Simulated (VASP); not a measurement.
# CdIn2O4 (Fd-3m) in VASP: single point with PBE

Aim: the single point of CdIn2O4 with PBE.

Everything below comes from runs of VASP 6.6.1. Logs are shortened: lines on timing, memory, paths and dates and some standing lists are left out, and cuts for length are marked.

## (1) The cell of the first run

The structure is cubic, space group Fd-3m (No. 227). The conventional cell has a = 9.166 Å, b = 9.166 Å, c = 9.166 Å, α = 90.00°, β = 90.00°, γ = 90.00°. Cd (site symmetry -43m) has 4 O at 2.18 Å within 2.9 Å. In (site symmetry -3m) has 6 O at 2.18 Å within 2.9 Å. O (site symmetry 3m) has 1 Cd at 2.18 Å and 3 In at 2.18 Å and 3 O at 2.92 Å within 3.0 Å.

## (2) Single point, PBE

File INCAR:

```
PREC = Accurate
ENCUT = 600
EDIFF = 1E-6
ISMEAR = -1
SIGMA = 0.02
LREAL = F
LASPH = T
NELM = 120
ALGO = Normal
ISIF = 2
LWAVE = F
LCHARG = F
GGA = PE
NBANDS = 75
GGA_COMPAT = F
```

File KPOINTS:

```
Automatic mesh
0
Gamma
  4 4 4
```

File POSCAR:

```
CdIn2O4
1.0
    0.0000000000      4.5830000000      4.5830000000
    4.5830000000      0.0000000000      4.5830000000
    4.5830000000      4.5830000000      0.0000000000
Cd In O
2 4 8
Direct
    0.5000000000      0.5000000000      0.5000000000
    0.7500000000      0.7500000000      0.7500000000
    0.1250000000      0.1250000000      0.1250000000
    0.6250000000      0.1250000000      0.1250000000
    0.1250000000      0.1250000000      0.6250000000
    0.1250000000      0.6250000000      0.1250000000
    0.3625319088      0.3625319088      0.3625319088
    0.3375957265      0.8874680912      0.8874680912
    0.3625319088      0.3625319088      0.9124042735
    0.8874680912      0.3375957265      0.8874680912
    0.9124042735      0.3625319088      0.3625319088
    0.8874680912      0.8874680912      0.8874680912
    0.3625319088      0.9124042735      0.3625319088
    0.8874680912      0.8874680912      0.3375957265
```

Potentials or basis: VASP PAW PBE potentials, release 64 (Cd, In_d, O).

On the command line:

```sh
$ cat potpaw_PBE.64/Cd/POTCAR potpaw_PBE.64/In_d/POTCAR potpaw_PBE.64/O/POTCAR > POTCAR
$ mpirun -np 1 vasp_std > vasp.out
```

OUTCAR:

```text
PREC = Accurate
   ENCUT = 600
   EDIFF = 1E-6
   ISMEAR = -1
   LREAL = F
   LASPH = T
   NELM = 120
   ISIF = 2
   GGA = PE

 ion  position               nearest neighbor table
   1  0.500  0.500  0.500-   9 2.18  11 2.18  13 2.18   7 2.18   4 3.80   6 3.80   3 3.80   3 3.80
                             5 3.80   6 3.80   3 3.80   4 3.80   5 3.80   5 3.80   6 3.80   4 3.80
   2  0.750  0.750  0.750-   8 2.18  10 2.18  14 2.18  12 2.18   4 3.80   6 3.80   3 3.80   3 3.80
                             4 3.80   5 3.80   3 3.80   5 3.80   6 3.80   5 3.80   6 3.80   4 3.80
   3  0.125  0.125  0.125-   8 2.18   9 2.18  10 2.18  11 2.18  13 2.18  14 2.18   4 3.24   5 3.24
                             6 3.24   5 3.24   6 3.24   4 3.24   1 3.80   2 3.80   1 3.80   2 3.80
   4  0.625  0.125  0.125-   7 2.18  12 2.18  10 2.18   9 2.18  13 2.18  14 2.18   3 3.24   5 3.24
                             6 3.24   3 3.24   5 3.24   6 3.24   1 3.80   2 3.80   2 3.80   1 3.80
   5  0.125  0.125  0.625-   7 2.18  12 2.18  10 2.18  11 2.18   8 2.18  13 2.18   3 3.24   3 3.24
                             4 3.24   6 3.24   6 3.24   4 3.24   1 3.80   2 3.80   1 3.80   2 3.80
   6  0.125  0.625  0.125-   7 2.18  12 2.18   9 2.18  11 2.18   8 2.18  14 2.18   3 3.24   5 3.24
                             3 3.24   4 3.24   5 3.24   4 3.24   1 3.80   2 3.80   1 3.80   2 3.80
   7  0.363  0.363  0.363-   1 2.18   4 2.18   5 2.18   6 2.18
   8  0.338  0.887  0.887-   2 2.18   3 2.18   5 2.18   6 2.18
   9  0.363  0.363  0.912-   1 2.18   3 2.18   4 2.18   6 2.18
  10  0.887  0.338  0.887-   2 2.18   3 2.18   4 2.18   5 2.18
  11  0.912  0.363  0.363-   1 2.18   3 2.18   5 2.18   6 2.18
  12  0.887  0.887  0.887-   2 2.18   4 2.18   5 2.18   6 2.18
  13  0.363  0.912  0.363-   1 2.18   3 2.18   4 2.18   5 2.18
  14  0.887  0.887  0.338-   2 2.18   3 2.18   4 2.18   6 2.18

  LATTYP: Found a face centered cubic cell.
 ALAT       =     9.1660000000

  Lattice vectors:

 A1 = (   0.0000000000,   4.5830000000,   4.5830000000)
 A2 = (   4.5830000000,   0.0000000000,   4.5830000000)
 A3 = (   4.5830000000,   4.5830000000,   0.0000000000)

Analysis of symmetry for initial positions (statically):
=====================================================================
 Subroutine PRICEL returns:
 Original cell was already a primitive cell.

 Routine SETGRP: Setting up the symmetry group for a
 face centered cubic supercell.

 Subroutine GETGRP returns: Found 48 space group operations
 (whereof 24 operations were pure point group operations)
 out of a pool of 48 trial point group operations.

The static configuration has the point symmetry T_d .
 The point group associated with its full space group is O_h .

Analysis of symmetry for dynamics (positions and initial velocities):
=====================================================================
 Subroutine PRICEL returns:
 Original cell was already a primitive cell.

 Routine SETGRP: Setting up the symmetry group for a
 face centered cubic supercell.

 Subroutine GETGRP returns: Found 48 space group operations
 (whereof 24 operations were pure point group operations)
 out of a pool of 48 trial point group operations.

The dynamic configuration has the point symmetry T_d .
 The point group associated with its full space group is O_h .

 Subroutine INISYM returns: Found 48 space group operations
 (whereof 24 operations are pure point group operations),
 and found     1 'primitive' translations

----------------------------------------------------------------------------------------

                                     Primitive cell

  volume of cell :     192.5216

  direct lattice vectors                    reciprocal lattice vectors
     0.000000000  4.583000000  4.583000000    -0.109098844  0.109098844  0.109098844
     4.583000000  0.000000000  4.583000000     0.109098844 -0.109098844  0.109098844
     4.583000000  4.583000000  0.000000000     0.109098844  0.109098844 -0.109098844

  length of vectors
     6.481340756  6.481340756  6.481340756     0.188964740  0.188964740  0.188964740

  position of ions in fractional coordinates (direct lattice)
     0.500000000  0.500000000  0.500000000
     0.750000000  0.750000000  0.750000000
     0.125000000  0.125000000  0.125000000
     0.625000000  0.125000000  0.125000000
     0.125000000  0.125000000  0.625000000
     0.125000000  0.625000000  0.125000000
     0.362531909  0.362531909  0.362531909
     0.337595726  0.887468091  0.887468091
     0.362531909  0.362531909  0.912404274
     0.887468091  0.337595726  0.887468091
     0.912404274  0.362531909  0.362531909
     0.887468091  0.887468091  0.887468091
     0.362531909  0.912404274  0.362531909
     0.887468091  0.887468091  0.337595726

  ion indices of the primitive-cell ions
   primitive index   ion index
                 1           1
                 2           2
                 3           3
                 4           4
                 5           5
                 6           6
                 7           7
                 8           8
                 9           9
                10          10
                11          11
                12          12
                13          13
                14          14

----------------------------------------------------------------------------------------

 KPOINTS: Automatic mesh

Automatic generation of k-mesh.
 Grid dimensions read from file:
 generate k-points for:    4    4    4

 Generating k-lattice:

  Cartesian coordinates                     Fractional coordinates (reciprocal lattice)
    -0.027274711  0.027274711  0.027274711     0.250000000  0.000000000  0.000000000
     0.027274711 -0.027274711  0.027274711     0.000000000  0.250000000  0.000000000
     0.027274711  0.027274711 -0.027274711     0.000000000  0.000000000  0.250000000

  Length of vectors
     0.047241185  0.047241185  0.047241185

  Shift w.r.t. Gamma in fractional coordinates (k-lattice)
     0.000000000  0.000000000  0.000000000

 Subroutine IBZKPT returns following result:
 ===========================================

 Found      8 irreducible k-points:

 Following reciprocal coordinates:
            Coordinates               Weight
  0.000000  0.000000  0.000000      1.000000
  0.250000  0.000000  0.000000      8.000000
  0.500000  0.000000  0.000000      4.000000
  0.250000  0.250000  0.000000      6.000000
  0.500000  0.250000  0.000000     24.000000
 -0.250000  0.250000  0.000000     12.000000
  0.500000  0.500000  0.000000      3.000000
 -0.250000  0.500000  0.250000      6.000000
   k-points           NKPTS =      8   k-points in BZ     NKDIM =      8   number of bands    NBANDS=     75
   number of dos      NEDOS =    301   number of ions     NIONS =     14
   total plane-waves  NPLWV = 157464
   dimension x,y,z NGX =    54 NGY =   54 NGZ =   54
   dimension x,y,z NGXF=   108 NGYF=  108 NGZF=  108
   ions per type =               2   4   8
   NGX,Y,Z   is equivalent  to a cutoff of  13.85, 13.85, 13.85 a.u.
   NGXF,Y,Z  is equivalent  to a cutoff of  27.70, 27.70, 27.70 a.u.
 SYSTEM =  unknown system
   PREC   = accura    normal or accurate (medium, high low for compatibility)
   ISTART =      0    job   : 0-new  1-cont  2-samecut
   ICHARG =      2    charge: 1-file 2-atom 10-const
   ISPIN  =      1    spin polarized calculation?
   LNONCOLLINEAR =      F non collinear calculations
   LSORBIT =      F    spin-orbit coupling
   LASPH  =      T    aspherical Exc in radial PAW
   ENCUT  =  600.0 eV  44.10 Ry    6.64 a.u.  12.94 12.94 12.94*2*pi/ulx,y,z
   NELM   =    120;   NELMIN=  2; NELMDL= -5     # of ELM steps
   EDIFF  = 0.1E-05   stopping-criterion for ELM
   LREAL  =      F    real-space projection
   EDIFFG = 0.1E-04   stopping-criterion for IOM
   NSW    =      0    number of steps for IOM
   IBRION =     -1    ionic relax: 0-MD 1-quasi-New 2-CG
   NFREE  =      0    steps in history (QN), initial steepest desc. (CG)
   ISIF   =      2    stress and relaxation
   ISYM   =      2    0-nonsym 1-usesym 2-fastsym
   POTIM  = 0.5000    time-step for ionic-motion
   TEBEG  =    0.0;   TEEND  =   0.0 temperature during run
   PSTRESS=    0.0 pullay stress
   NELECT =     124.0000    total number of electrons
   NUPDOWN=      -1.0000    fix difference up-down
   EMIN   =  10.00;   EMAX   =-10.00  energy-range for DOS
   EFERMI =   0.00;   METHOD = LEGACY
   ISMEAR =    -1;   SIGMA  =   0.02  broadening in eV -4-tet -1-fermi 0-gaus
   EFERMI_NEDOS =   21; number of points for ismear=-14 and -15
   IALGO  =     38    algorithm
   IMIX   =      4    mixing-type and parameters
     AMIX     =   0.40;   BMIX     =  1.00
     AMIX_MAG =   1.60;   BMIX_MAG =  1.00
  volume/ion in A,a.u.               =      13.75        92.80
  Fermi-wavevector in a.u.,A,eV,Ry     =   1.413803  2.671700 27.195851  1.998839
  Thomas-Fermi vector in A             =   2.535411
   LORBIT       =      0    0 simple, 1 ext, 2 COOP (PROOUT), +10 PAW based schemes
   GGA     = PE    functional components
   LHFCALC =     F    Hartree Fock is set to
   AEXX    =    0.0000 exact exchange contribution
   IVDW    =     0    specifies the selected vdW correction
   LEPSILON=     F    determine dielectric tensor
   LRPA    =     F    only Hartree local field effects (RPA)
 non-spin polarized calculation
  energy-cutoff  :      600.00
  volume of cell :      192.52
 maximum number of plane-waves:      6442
 NGX is ok and might be reduce to    54
   NGX = 25   NGY = 25   NGZ = 25

 number of electron     123.9999994 magnetization

 Free energy of the ion-electron system (eV)
  ---------------------------------------------------
  ext. energy  EPLUGINS =         0.00000000
  ---------------------------------------------------
  free energy    TOTEN  =       -71.45547398 eV

  energy without entropy =      -71.45547398  energy(sigma->0) =      -71.45547398

 E-fermi :   4.1425     XC(G=0): -10.8082

 val. band max:        3.6377228346   @ k =   0.5000   0.0000   0.0000
 cond. band min:       4.7422221765   @ k =   0.0000   0.0000   0.0000
 fundamental gap:      1.1044993419
 Fermi energy:         4.1425077225

 k-point     1 :       0.0000    0.0000    0.0000
  band No.  band energies     occupation
      1     -13.8129      2.00000
      2     -13.2083      2.00000
      3     -13.2083      2.00000
      4     -13.2083      2.00000
      5     -12.9062      2.00000
      6     -12.6769      2.00000
[... 66 lines left out ...]
     73      12.3509      0.00000
     74      12.3509      0.00000

 k-point     2 :       0.2500    0.0000    0.0000
  band No.  band energies     occupation
      1     -13.7147      2.00000
      2     -13.2100      2.00000
      3     -13.1528      2.00000
      4     -13.1528      2.00000
      5     -12.9897      2.00000
      6     -12.7511      2.00000
[... 66 lines left out ...]
     73      12.3122      0.00000
     74      12.7677      0.00000

 k-point     3 :       0.5000    0.0000    0.0000
  band No.  band energies     occupation
      1     -13.5711      2.00000
      2     -13.1857      2.00000
      3     -13.1626      2.00000
      4     -13.0644      2.00000
      5     -13.0644      2.00000
      6     -12.8577      2.00000
[... 374 lines left out ...]
     73      13.4048      0.00000
     74      13.4050      0.00000

 k-point     8 :      -0.2500    0.5000    0.2500
  band No.  band energies     occupation
      1     -13.3677      2.00000
      2     -13.3677      2.00000
      3     -13.0635      2.00000
      4     -13.0635      2.00000
      5     -12.9354      2.00000
      6     -12.9354      2.00000
[... 66 lines left out ...]
     73      13.0710      0.00000
     74      13.0710      0.00000
 [bands above 74 left out]

------------------------ aborting loop because EDIFF is reached ----------------------------------------

  FORCE on cell =-STRESS in cart. coord.  units (eV):
  Direction    XX          YY          ZZ          XY          YZ          ZX
  --------------------------------------------------------------------------------------
  -------------------------------------------------------------------------------------
  Total        9.0695934      9.0695934      9.0695934     -0.0000000     -0.0000000     -0.0000000
  in kB       75.4777308     75.4777308     75.4777308     -0.0000000     -0.0000000     -0.0000000
  external PRESSURE =      75.4777308 kB  Pullay stress =       0.0000000 kB

 VOLUME and BASIS-vectors are now :
 -----------------------------------------------------------------------------
  energy-cutoff  :      600.00
  volume of cell :      192.52
      direct lattice vectors                 reciprocal lattice vectors
     0.000000000  4.583000000  4.583000000    -0.109098844  0.109098844  0.109098844
     4.583000000  0.000000000  4.583000000     0.109098844 -0.109098844  0.109098844
     4.583000000  4.583000000  0.000000000     0.109098844  0.109098844 -0.109098844

 POSITION                                       TOTAL-FORCE (eV/Angst)
 -----------------------------------------------------------------------------------
      4.58300      4.58300      4.58300        -0.000000     -0.000000     -0.000000
      6.87450      6.87450      6.87450        -0.000000     -0.000000     -0.000000
      1.14575      1.14575      1.14575        -0.000000     -0.000000     -0.000000
      1.14575      3.43725      3.43725        -0.000000     -0.000000     -0.000000
      3.43725      3.43725      1.14575        -0.000000     -0.000000     -0.000000
      3.43725      1.14575      3.43725        -0.000000     -0.000000     -0.000000
      3.32297      3.32297      3.32297        -0.008204     -0.008204     -0.008204
      8.13453      5.61447      5.61447         0.008204     -0.008204     -0.008204
      5.84303      5.84303      3.32297         0.008204      0.008204     -0.008204
      5.61447      8.13453      5.61447        -0.008204      0.008204     -0.008204
      3.32297      5.84303      5.84303        -0.008204      0.008204      0.008204
      8.13453      8.13453      8.13453         0.008204      0.008204      0.008204
      5.84303      3.32297      5.84303         0.008204     -0.008204      0.008204
      5.61447      5.61447      8.13453        -0.008204     -0.008204      0.008204
 -----------------------------------------------------------------------------------
    total drift:                                0.000000      0.000000      0.000000

  FREE ENERGIE OF THE ION-ELECTRON SYSTEM (eV)
  ---------------------------------------------------
  free  energy   TOTEN  =       -71.4554739758 eV

  energy  without entropy=      -71.4554739758  energy(sigma->0) =      -71.45547398
```

It took 3.6 min on 1 thread of Intel Xeon Platinum 8488C (Sapphire Rapids), shared host; peak memory 0.45 GiB.

What came out:

```
Free energy            : -71.4555 eV
Pressure               : 7.5 GPa
Largest force          : 0.014 eV/Å
Band gap on the k mesh : 1.10 eV (least direct gap 1.16 eV)
```

Forces on the atoms (eV/Å):
```
Cd   0.000  0.000  0.000
Cd   0.000  0.000  0.000
In   0.000  0.000  0.000
In   0.000  0.000  0.000
In   0.000  0.000  0.000
In   0.000  0.000  0.000
O   -0.008 -0.008 -0.008
O    0.008 -0.008 -0.008
O    0.008  0.008 -0.008
O   -0.008  0.008 -0.008
O   -0.008  0.008  0.008
O    0.008  0.008  0.008
O    0.008 -0.008  0.008
O   -0.008 -0.008  0.008
```

Levels at points of the mesh, in eV from the valence-band top:
```tsv
k point	band 59	band 60	band 61	band 62	band 63	band 64	band 65	band 66
(0.00, 0.00, 0.00)	-0.12	-0.12	-0.06	-0.06	1.10	5.16	5.75	5.75
(0.50, 0.00, 0.00)	-0.30	-0.30	0.00	0.00	3.81	4.00	6.09	6.64
(0.50, 0.50, 0.00)	-0.21	-0.21	-0.09	-0.09	4.61	4.61	6.13	6.13
```

Caveat: the cell stands under pressure; spin-orbit coupling is left out, which moves the levels of the heavy elements.
